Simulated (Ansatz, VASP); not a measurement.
# One calculation of TaNiN2, two programs

```xyz
4
Lattice="3.0811 0.0000 0.0000 -1.5406 2.6683 0.0000 0.0000 -1.7789 5.7109" Properties=species:S:1:pos:R:3 pbc="T T T"
Ta    1.5406   -0.8894    2.8555
Ni    0.0000    0.0000    0.0000
N     0.0000    0.0000    2.0388
N     1.5406    0.8894    3.6721
```

Alike in both runs: task relaxation of cell and atoms; functional PBE; k mesh 7 × 7 × 7; no spin polarisation.

```csv
,VASP,Ansatz
version,VASP 6.6.1,Ansatz 0.2.0
potentials or method,"VASP PAW PBE potentials, release 64 (Ta_pv, Ni, N), cutoff 600 eV",PAW plane waves
occupations,"methfessel-paxton of order 1, width 0.0145 eV","cold, width 0.0145 eV"
valence electrons in the cell,31,41
```

Ansatz gave:

| Property | Result |
| --- | --- |
| gap on the k mesh at the Fermi level, each at its own relaxed structure (eV) | none |
| relaxed volume (Å³/atom) | 12.30 |
| relaxed cell length with the largest relative difference (Å) | 6.099 |

What did VASP give for the same quantities?

gap on the k mesh at the Fermi level, each at its own relaxed structure (eV): none; relaxed volume (Å³/atom): 12.32; relaxed cell length with the largest relative difference (Å): 6.105.

A gap of «none» marks a metal or a gap that the smearing closes. VASP's potentials hold 31 valence electrons a cell and Ansatz's 41, so a difference there can come from the potentials and not from the codes. Ansatz's warnings: structure snapped to symmetry.

Neither program's run includes spin-orbit coupling.
